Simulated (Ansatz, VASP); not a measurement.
## Si2Bi2S in VASP and in Ansatz

INCAR

```
PREC     = Accurate       # precision mode
ENCUT    = 600            # plane-wave cutoff, eV
EDIFF    = 1E-6           # SCF threshold, eV
ISMEAR   = 0              # smearing method
SIGMA    = 0.1            # smearing width, eV
LREAL    = False          # projectors in reciprocal space
LASPH    = True           # aspherical terms in the spheres
NELM     = 60             # most SCF steps
ALGO     = Normal         # electronic algorithm
ISIF     = 3              # what is computed and relaxed
LWAVE    = False          # write WAVECAR
LCHARG   = False          # write CHGCAR
GGA      = PE             # functional
IBRION   = 2              # ionic algorithm
NSW      = 100            # ionic steps
EDIFFG   = -0.01          # ionic threshold
```

The input KPOINTS:

```
Automatic mesh
0
Gamma
  12 12 6
```

The input POSCAR:

```
Si2Bi2S
1.0
    4.9285377205      0.0000000000      0.0000000000
   -2.4642688602      4.2682388695      0.0000000000
    0.0000000000      0.0000000000      7.8662801946
Si Bi S
2 2 1
Direct
    0.0000000000      0.0000000000      0.8503241687
    0.0000000000      0.0000000000      0.1496758313
    0.3333333333      0.6666666667      0.0000000000
    0.0000000000      0.0000000000      0.5000000000
    0.6666666667      0.3333333333      0.0000000000
```

Input for Ansatz:

```yaml
crystal:
  lattice:
    - [4.9285377205, 0.0, 0.0]
    - [-2.4642688602, 4.2682388695, 0.0]
    - [0.0, 0.0, 7.8662801946]
  atoms:
    - { symbol: Si, position: [0.0, 0.0, 0.8503241687] }
    - { symbol: Si, position: [0.0, 0.0, 0.1496758313] }
    - { symbol: Bi, position: [0.3333333333, 0.6666666667, 0.0] }
    - { symbol: Bi, position: [0.0, 0.0, 0.5] }
    - { symbol: S, position: [0.6666666667, 0.3333333333, 0.0] }
basis:
  ecutwfc: 420
kpoints:
  mp_grid: { grid: [12, 12, 6] }
hamiltonian:
  xc: pbe
scf:
  occupations: { method: gaussian, width: 0.1 }
output:
  forces: true
  stress: true
  eigenvalues: true
  write_density: true
  write_potential: true
  elf: true
  volumetric_format: npy
relax:
  adjacent_minimum: "off"
  f_tol: 0.01
  max_steps: 80
  cell: { stress_tol: 0.05 }
```

Alike in both runs: task relaxation of cell and atoms; functional PBE; k mesh 12 × 12 × 6; occupations gaussian, width 0.1 eV; no spin polarisation.

|  | VASP | Ansatz |
| --- | --- | --- |
| version | VASP 6.6.1 | Ansatz 0.2.0 |
| potentials or method | VASP PAW PBE potentials, release 64 (Si, Bi_d, S), cutoff 600 eV | scalar-relativistic, plane waves, PAW |
| valence electrons in the cell | 44 | 44 |

|  | VASP | Ansatz | Ansatz less VASP |
| --- | --- | --- | --- |
| gap on the k mesh at the Fermi level, each at its own relaxed structure (eV) | none | none | - |
| relaxed volume (Å³/atom) | 33.15 | 33.15 | +0.008 |
| relaxed length of the cell vector where the two differ most in proportion (Å) | 7.839 | 7.841 | +0.0020 |

A gap of «none» marks a metal or a gap that the smearing closes.

Spin-orbit coupling is off throughout.
